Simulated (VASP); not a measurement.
I: single point with PBEsol

I:

```
CELL_PARAMETERS angstrom
2.38744 1.37839 1.94892
-2.38744 1.37839 1.94892
0.00000 -2.75678 1.94892
ATOMIC_POSITIONS crystal
I 0.50000 0.50000 0.50000
```

```json
{
 "Program": "VASP 6.6.1",
 "Task": "single point",
 "Functional": "PBEsol",
 "Potentials or basis": "VASP PAW PBE potentials, release 64 (I)",
 "Cutoff": "520 eV",
 "k mesh": "18 × 18 × 18",
 "Occupations": "gaussian, width 0.1 eV",
 "Spin": "no spin polarisation",
 "Dipole correction": "no",
 "Further INCAR settings": "ALGO = Fast; EDIFF = 1e-07; NBANDS = 10"
}
```

| Property | Result |
| --- | --- |
| Pressure | 0.0 GPa |
| Band gap on the k mesh | zero (an odd number of electrons rules out a gap without spin polarisation) |

Levels at points of the mesh, in eV from the Fermi level:
| k point | band 1 | band 2 | band 3 | band 4 | band 5 | band 6 | band 7 | band 8 | band 9 |
| --- | --- | --- | --- | --- | --- | --- | --- | --- | --- |
| (0.00, 0.00, 0.00) | -13.96 | -0.17 | -0.16 | -0.16 | 5.32 | 6.32 | 6.32 | 16.18 | 16.18 |
| (0.50, 0.00, 0.00) | -12.98 | -5.16 | 0.61 | 0.61 | 7.73 | 7.94 | 9.35 | 10.43 | 10.43 |
| (0.50, 0.50, 0.00) | -12.03 | -4.11 | -4.11 | 1.32 | 3.29 | 9.52 | 11.84 | 11.84 | 12.32 |
| (0.50, 0.50, 0.50) | -11.08 | -3.18 | -3.18 | -3.18 | 5.19 | 5.19 | 5.19 | 8.23 | 20.42 |

Wall time 3.2 min on 1 thread of Oxide Virtual Turin-like Processor, with other jobs on the host, peak memory 0.29 GiB.

Caveat: the PAW data sets were made with another functional, which shifts forces and pressure a little; spin-orbit coupling is left out, which moves the levels of the heavy elements; an odd number of electrons without spin polarisation forces a metal; a magnetic or distorted state may lie lower.
